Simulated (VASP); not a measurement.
Runs of VASP 6.6.1 on Ga2GeO. The structure is that of space group P-6m2 (No. 187), or close to it. The cells are those of the table. 

```tsv
task	cell	k mesh	cutoff (eV)	k mesh for the DOS	occupations for the DOS	gap on the mesh (eV)	pressure (GPa)	largest force (eV/Å)
single point	a = 3.569, b = 3.569, c = 4.804 Å, angles 90.0, 90.0, 120.0°, 4 atoms	6 × 6 × 4	520	-	-	none	30.6	(b)
relaxation of cell and atoms	relaxed from a = 3.569, b = 3.569, c = 4.804 Å, angles 90.0, 90.0, 120.0°, 4 atoms	6 × 6 × 4	600	-	-	none	0.0	-
single point	a = 3.244, b = 3.244, c = 6.837 Å, angles 90.0, 90.0, 120.0°, 4 atoms	6 × 6 × 4	520	-	-	none	0.3	0.01
single point	a = 2.995, b = 2.995, c = 7.993 Å, angles 90.0, 90.0, 120.0°, 4 atoms	18 × 18 × 8	520	-	-	none	0.2	(a)
```

Alike in all rows: level PBE; potentials or basis VASP PAW PBE potentials, release 64 (Ga_d, Ge_d, O); no spin polarisation; smearing gaussian 0.1 eV.

**Question.** Estimate the missing entries.

**Answer.** (a) 0.04; (b) 1.65.

Caveats: some runs use coarse meshes; forces of over 1 eV/Å act on the atoms, so gaps and moduli don't describe the material at rest (some runs).

A k mesh can miss the band edges, and the runs leave out spin-orbit coupling on Ga, Ge.

A gap of «none» marks levels without a gap at the run's occupations.
